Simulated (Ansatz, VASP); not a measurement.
**Zr3As4: VASP beside Ansatz**

```
Zr As
1.0
     5.88382    0.00000    0.00000
     0.00000    5.88382    0.00000
     0.00000    0.00000    5.88382
Zr As
3 4
Direct
  0.00000 0.00000 0.50000
  0.00000 0.50000 0.00000
  0.50000 0.00000 0.00000
  0.26818 0.26818 0.26818
  0.26818 0.73182 0.73182
  0.73182 0.26818 0.73182
  0.73182 0.73182 0.26818
```

Change from the starting cell: ordered vacancies on the cation sites of zinc blende (P-43m, No. 215).

Alike in both runs: functional PBE; k mesh 6 × 6 × 6; occupations gaussian, width 0.02 eV; no spin polarisation.

Ansatz relaxed the structure, and its values are those at the end. VASP's run is a single point on that final structure, the one shown.

|  | VASP | Ansatz |
| --- | --- | --- |
| version | VASP 6.6.1 | Ansatz 0.2.0 |
| potentials or method | VASP PAW PBE potentials, release 64 (Zr_sv, As), cutoff 500 eV | scalar-relativistic, plane waves, PAW |
| valence electrons in the cell | 56 | 96 |

|  | VASP | Ansatz | Ansatz less VASP |
| --- | --- | --- | --- |
| gap on the k mesh at the Fermi level (eV) | 0.95 | 0.95 | +0.005 |
| least direct gap on the mesh (eV) | 1.04 | 1.04 | +0.004 |
| pressure (GPa) | 0.1 | 0.0 | -0.12 |
| rms of the force components (eV/Å) | 0.007 | 0.001 | -0.0060 |

The functional is the same, so the differences come from potentials, cutoffs and numerics. VASP's potentials hold 56 valence electrons a cell and Ansatz's 96, so a difference there can come from the potentials and not from the codes.
